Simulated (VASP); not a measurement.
# Ir (I4/mmm) in VASP: further runs, part 2 of 2

VASP 6.6.1. The steps go on from the part before.

**4. Single point, PBE**

This run uses another cell than the first one, of the same volume but with other edges.

INCAR reads:

```
SYSTEM = Ir
ALGO     = Fast           ! electronic algorithm
EDIFF    = 1E-6           ! SCF threshold, eV
ENCUT    = 520            ! plane-wave cutoff, eV
GGA      = PE             ! functional
ISIF     = 2              ! what is computed and relaxed
ISMEAR   = 0              ! smearing method
LASPH    = .TRUE.         ! aspherical terms in the spheres
LCHARG   = .FALSE.        ! write CHGCAR
LREAL    = .FALSE.        ! projectors in reciprocal space
LWAVE    = .FALSE.        ! write WAVECAR
NBANDS   = 10             ! bands
NELM     = 60             ! most SCF steps
PREC     = Accurate       ! precision mode
SIGMA    = 0.15           ! smearing width, eV
```

KPOINTS reads:

```
k-points
0
G
  24 24 24
  0 0 0
```

POSCAR reads:

```
Ir
1.0
    0.0000000000      1.8596696490      2.0456366139
    1.8596696490      0.0000000000      2.0456366139
    1.8596696490      1.8596696490      0.0000000000
Ir
1
Direct
    0.0000000000      0.0000000000      0.0000000000
```

Command:

```sh
> cat potpaw_PBE.64/Ir/POTCAR > POTCAR
> mpirun -np 1 vasp_std > vasp.out
```

Wall time 2.1 min (1 thread of Intel Xeon Platinum 8488C (Sapphire Rapids), shared host); peak memory 0.27 GiB.

Results (log left out):

| Quantity | Value |
| --- | --- |
| Free energy | -8.7395 eV |
| Pressure | 11.9 GPa |

Stress tensor (GPa, compression positive):
```
 24.18   0.00   0.00
  0.00  24.18   0.00
  0.00   0.00 -12.78
```

Levels at points of the mesh, in eV from the Fermi level:
| k point | band 1 | band 2 | band 3 | band 4 | band 5 | band 6 | band 7 | band 8 |
| --- | --- | --- | --- | --- | --- | --- | --- | --- |
| (0.00, 0.00, 0.00) | -11.10 | -4.69 | -3.36 | -3.36 | -2.11 | -0.36 | 14.50 | 18.08 |
| (0.50, 0.00, 0.00) | -8.07 | -4.58 | -3.30 | -0.72 | 0.62 | 1.19 | 7.39 | 13.67 |
| (0.50, 0.50, 0.00) | -7.99 | -7.29 | 0.46 | 1.04 | 1.40 | 1.40 | 8.84 | 12.93 |
| (0.50, 0.00, 0.50) | -7.86 | -7.27 | 0.69 | 0.81 | 2.20 | 2.42 | 10.73 | 11.49 |

Caveat: spin-orbit coupling is left out, which moves the levels of the heavy elements.

**5. Single point, PBE**

This run uses another cell than the first one, of the same volume but with other edges.

INCAR reads:

```
SYSTEM = Ir
PREC     = Accurate       ! precision mode
ENCUT    = 520            ! plane-wave cutoff, eV
EDIFF    = 1E-6           ! SCF threshold, eV
ISMEAR   = 0              ! smearing method
SIGMA    = 0.15           ! smearing width, eV
LREAL    = .False.        ! projectors in reciprocal space
LASPH    = .True.         ! aspherical terms in the spheres
NELM     = 100            ! most SCF steps
ALGO     = Fast           ! electronic algorithm
ISIF     = 2              ! what is computed and relaxed
LWAVE    = .False.        ! write WAVECAR
LCHARG   = .False.        ! write CHGCAR
GGA      = PE             ! functional
NBANDS   = 10             ! bands
```

KPOINTS reads:

```
regular mesh
0
Gamma
  24 24 24
  0 0 0
```

POSCAR reads:

```
Ir
1.0
    0.0000000000      2.2161317680      1.4404856492
    2.2161317680      0.0000000000      1.4404856492
    2.2161317680      2.2161317680      0.0000000000
Ir
1
Direct
    0.0000000000      0.0000000000      0.0000000000
```

Potentials or basis: VASP PAW PBE potentials, release 64 (Ir).

Command:

```sh
> cat potpaw_PBE.64/Ir/POTCAR > POTCAR
> mpirun -np 1 vasp_std > vasp.out
```

OUTCAR:

```text
SYSTEM = Ir
   PREC = Accurate
   ENCUT = 520
   EDIFF = 1E-6
   ISMEAR = 0
   LREAL = .False.
   LASPH = .True.
   NELM = 100
   ISIF = 2
   GGA = PE

 ion  position               nearest neighbor table
   1  0.000  0.000  0.000-

  LATTYP: Found a body centered tetragonal cell.
 ALAT       =     3.1340836023
 C/A-ratio  =     0.9192388155

  Lattice vectors:

 A1 = (   0.0000000000,  -2.2161317680,  -1.4404856492)
 A2 = (   0.0000000000,   2.2161317680,  -1.4404856492)
 A3 = (   2.2161317680,   0.0000000000,   1.4404856492)

Analysis of symmetry for initial positions (statically):
=====================================================================
 Subroutine PRICEL returns:
 Original cell was already a primitive cell.

 Routine SETGRP: Setting up the symmetry group for a
 body centered tetragonal supercell.

 Subroutine GETGRP returns: Found 16 space group operations
 (whereof 16 operations were pure point group operations)
 out of a pool of 16 trial point group operations.

The static configuration has the point symmetry D_4h.

Analysis of symmetry for dynamics (positions and initial velocities):
[... 159 lines left out ...]

 val. band max:       10.1084295746   @ k =  -0.1667   0.1667   0.1250
 cond. band min:      10.1133670385   @ k =  -0.3333   0.0833   0.3750
 fundamental gap:      0.0049374638
 Fermi energy:        10.1119173519

 k-point     1 :       0.0000    0.0000    0.0000
  band No.  band energies     occupation
      1      -0.7061      2.00000
      2       5.8756      2.00000
      3       6.7779      2.00000
      4       6.7779      2.00000
      5       8.7217      2.00000
      6      10.2339      0.25030
      7      26.5340      0.00000
      8      26.5340      0.00000
      9      28.5146      0.00000
     10      37.8320      0.00000
[... 287 lines left out ...]
 k-point    24 :       0.4583    0.0417    0.0000
  band No.  band energies     occupation
      1       2.5152      2.00000
      2       4.3200      2.00000
      3       8.8313      2.00000
      4       9.9080      1.94551
      5      11.2629      0.00000
      6      12.3064      0.00000
      7      19.0625      0.00000
      8      23.2885      0.00000
      9      26.8238      0.00000
     10      35.2085      0.00000

 [... further k-points ...]
[... 5 lines left out ...]
  --------------------------------------------------------------------------------------
  -------------------------------------------------------------------------------------
  Total        2.9363488      2.9363488     -0.3219995      0.0000000     -0.0000000     -0.0000000
  in kB      332.4973074    332.4973074    -36.4616010      0.0000000     -0.0000000     -0.0000000
  external PRESSURE =     209.5110046 kB  Pullay stress =       0.0000000 kB

 VOLUME and BASIS-vectors are now :
 -----------------------------------------------------------------------------
  energy-cutoff  :      520.00
  volume of cell :       14.15
      direct lattice vectors                 reciprocal lattice vectors
     0.000000000  2.216131768  1.440485649    -0.225618353  0.225618353  0.347105159
     2.216131768  0.000000000  1.440485649     0.225618353 -0.225618353  0.347105159
     2.216131768  2.216131768  0.000000000     0.225618353  0.225618353 -0.347105159

 POSITION                                       TOTAL-FORCE (eV/Angst)
 -----------------------------------------------------------------------------------
      0.00000      0.00000      0.00000        -0.000000     -0.000000      0.000000
 -----------------------------------------------------------------------------------
    total drift:                                0.000000     -0.000000      0.000000

  FREE ENERGIE OF THE ION-ELECTRON SYSTEM (eV)
  ---------------------------------------------------
  free  energy   TOTEN  =        -8.2795724825 eV

  energy  without entropy=       -8.2599646353  energy(sigma->0) =       -8.26976856
```

stdout:

```text
POSCAR found type information on POSCAR Ir
 POSCAR found :  1 types and       1 ions
 scaLAPACK will be used
 LDA part: xc-table for (Slater+PW92), standard interpolation
 POSCAR, INCAR and KPOINTS ok, starting setup
 FFT: planning ... GRIDC
 FFT: planning ... GRID_SOFT
 FFT: planning ... GRID
 WAVECAR not read
 entering main loop
```

Wall time 2.1 min (1 thread of Intel Xeon Platinum 8488C (Sapphire Rapids), shared host); peak memory 0.27 GiB.

What came out:

| Quantity | Value |
| --- | --- |
| Free energy | -8.2796 eV |
| Pressure | 21.0 GPa |

Caveat: spin-orbit coupling is left out, which moves the levels of the heavy elements.

**6. Single point, PBE**

This run uses another cell than the first one, of the same volume but with other edges.

INCAR reads:

```
SYSTEM = Ir
  PREC = Accurate
  ENCUT = 520
  EDIFF = 1E-6
  ISMEAR = 0
  SIGMA = 0.15
  LREAL = .False.
  LASPH = .True.
  NELM = 80
  ALGO = Fast
  ISIF = 2
  LWAVE = .False.
  LCHARG = .True.
  GGA = PE
  LELF = .True.
  LVHAR = .True.
  NBANDS = 10
```

KPOINTS is that of step 5.

POSCAR reads:

```
Ir
1.0
    0.0000000000      1.6770124182      2.5155186272
    1.6770124182      0.0000000000      2.5155186272
    1.6770124182      1.6770124182      0.0000000000
Ir
1
Direct
    0.0000000000      0.0000000000      0.0000000000
```

Potentials or basis: VASP PAW PBE potentials, release 64 (Ir).

Command:

```sh
> cat potpaw_PBE.64/Ir/POTCAR > POTCAR
> mpirun -np 1 vasp_std > vasp.out
```

Wall time 2.1 min (1 thread of Intel Xeon Platinum 8488C (Sapphire Rapids), shared host); peak memory 0.27 GiB.

It converged, with:

```yaml
Free_energy: -7.2953 eV
Pressure: 57.0 GPa
```

Stress tensor (GPa, compression positive):
```
 96.07   0.00   0.00
  0.00  96.07   0.00
  0.00   0.00 -21.12
```

Levels at points of the mesh, in eV from the Fermi level:
```csv
k point,band 1,band 2,band 3,band 4,band 5,band 6,band 7,band 8
"(0.00, 0.00, 0.00)",-10.96,-7.32,-5.27,-0.87,-0.87,2.14,13.20,17.04
"(0.50, 0.00, 0.00)",-7.74,-6.22,-1.77,-0.08,0.46,0.95,9.48,11.07
"(0.50, 0.50, 0.00)",-8.75,-7.99,-2.23,1.28,1.28,2.39,4.10,17.66
"(0.50, 0.00, 0.50)",-8.53,-6.32,-2.06,-0.18,5.17,5.36,9.52,12.75
```

Caveat: spin-orbit coupling is left out, which moves the levels of the heavy elements.

**7. Summary**

| cell | gap on the mesh (eV) | pressure (GPa) |
| --- | --- | --- |
| a = 2.885, b = 2.885, c = 2.488 Å, angles 64.5, 64.5, 51.1°, 1 atom | none | 28.9 |
| a = 2.682, b = 2.682, c = 2.791 Å, angles 58.6, 58.6, 62.7°, 1 atom | none | 11.0 |
| a = 2.765, b = 2.765, c = 2.630 Å, angles 61.6, 61.6, 56.8°, 1 atom | none | 11.9 |
| a = 2.643, b = 2.643, c = 3.134 Å, angles 53.6, 53.6, 72.7°, 1 atom | none | 21.0 |
| a = 3.023, b = 3.023, c = 2.372 Å, angles 66.9, 66.9, 46.2°, 1 atom | none | 57.0 |

Alike in all rows: task single point; level PBE; potentials or basis VASP PAW PBE potentials, release 64 (Ir); no spin polarisation; k mesh 24 × 24 × 24; cutoff (eV) 520; smearing gaussian 0.15 eV.

Caveats: spin-orbit coupling is left out, which moves the levels of the heavy elements.

Total energies depend on the potentials used, so only differences within one code and one set of settings carry meaning.
